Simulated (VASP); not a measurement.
SiNi3, 4 atoms in the cell. The structure is cubic, space group Pm-3m (No. 221). Conventional cell: a = 3.542 Å, b = 3.542 Å, c = 3.542 Å, α = 90.00°, β = 90.00°, γ = 90.00°. Within 3.3 Å of Ni (site symmetry 4/mmm) lie 8 Ni at 2.50 Å and 4 Si at 2.50 Å. Within 3.3 Å of Si (site symmetry m-3m) lie 12 Ni at 2.50 Å. 

```yaml
Program: VASP 6.6.1
Task: single point
Functional: PBEsol-based global hybrid with 25 % exact exchange
Potentials_or_basis: VASP PAW PBE potentials, release 64 (Ni, Si)
Cutoff: 520 eV
k_mesh: 4 × 4 × 4
Occupations: fermi-dirac, width 0.05 eV
Spin: collinear spin, ferromagnetic start
Starting_moments: "[1.0, 1.0, 1.0, 0.0] μB"
Dipole_correction: no
Grid_for_exact_exchange_PRECFOCK: Normal
Share_of_exact_exchange: 0.25
Further_INCAR_settings: ALGO = Normal; EDIFF = 1e-06; NBANDS = 29
```

Potentials or basis: VASP PAW PBE potentials, release 64 (Ni, Si).

The run is started by

```console
$ cat potpaw_PBE.64/Ni/POTCAR potpaw_PBE.64/Si/POTCAR > POTCAR
$ cp INCAR.step1 INCAR
$ mpirun -np 4 vasp_std > vasp.out
$ cp INCAR.step2 INCAR
$ mpirun -np 4 vasp_std > vasp.out
```

Hardware: 4 MPI ranks on Oxide Virtual Turin-like Processor (shared host).

Q: How long does it take, and how much memory?

A: It took 35 min on 4 MPI ranks on Oxide Virtual Turin-like Processor, on a shared host, peak memory 0.18 GiB a rank. Counts: k points 10.
